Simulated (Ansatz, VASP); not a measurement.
## One calculation of SiGe, two programs

```
Si Ge
1.0
     3.90060    0.00000    0.00000
    -1.95030    3.37802    0.00000
     0.00000    0.00000    6.20177
Si Ge
2 2
Cartesian
  1.9503 1.1260 5.4237
  0.0000 2.2520 2.3228
  1.9503 1.1260 3.1037
  0.0000 2.2520 0.0028
```

Change from the starting cell: strain -0.0375 x Voigt [0, 0, 1, 0, 0, 0], atoms carried along.

Alike in both runs: task single point; functional PBEsol; k mesh 12 × 12 × 6; occupations gaussian, width 0.03 eV; no spin polarisation.

|  | VASP | Ansatz |
| --- | --- | --- |
| version | VASP 6.6.1 | Ansatz 0.2.0 |
| potentials or method | VASP PAW PBE potentials, release 64 (Si, Ge_d), cutoff 520 eV | scalar-relativistic, plane waves, PAW |
| valence electrons in the cell | 36 | 36 |

```csv
,VASP,Ansatz,Ansatz less VASP
gap on the k mesh at the Fermi level (eV),0.09,0.09,-0.005
least direct gap on the mesh (eV),0.09,0.09,-0.005
pressure (GPa),3.6,3.6,+0.03
"traceless stress, the component that is largest in VASP (GPa)",6.23,6.22,-0.009
rms of the force components (eV/Å),0.281,0.282,+0.0008
```

VASP's potentials were made for PBE, not for PBEsol. Atom by atom the forces differ by 0.001 eV/Å (rms over components). With one functional, cell and mesh, what is left measures potentials, basis and numerics.
